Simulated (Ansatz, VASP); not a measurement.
**One calculation of Si16Ge, two programs**

```
Si Ge
1.0
     0.00000    5.43000    5.43000
     5.43000    0.00000    5.43000
     5.43000    5.43000    0.00000
Si Ge
16 1
Direct
  0.00422 0.00443 0.00422
  0.12542 0.12617 0.12484
  0.00391 0.00459 0.48828
  0.12968 0.13002 0.62061
  0.00428 0.48948 0.00362
  0.12977 0.62118 0.12954
  0.99814 0.50130 0.50067
  0.12961 0.62131 0.62040
  0.48880 0.00483 0.00350
  0.62082 0.13009 0.12951
  0.50096 0.99840 0.50071
  0.62073 0.13012 0.62035
  0.50090 0.50128 0.99798
  0.62088 0.62141 0.12918
  0.50081 0.50126 0.50047
  0.62515 0.62542 0.62498
  0.87541 0.87612 0.87486
```

Alike in both runs: functional PBE; k mesh 2 × 2 × 2; occupations fermi-dirac, width 0.02 eV; no spin polarisation.

Ansatz relaxed the structure, and its values are those at the end. VASP's run is a single point on that final structure, the one shown.

```csv
,VASP,Ansatz
version,VASP 6.6.1,Ansatz 0.2.0
potentials or method,"VASP PAW PBE potentials, release 64 (Si, Ge_d), cutoff 520 eV","scalar-relativistic, plane waves, PAW"
valence electrons in the cell,78,78
```

```tsv
	VASP	Ansatz	Ansatz less VASP
rms of the force components (eV/Å)	0.004	0.004	-0.0002
```

The k mesh is coarse, so the values compare programs but aren't converged.
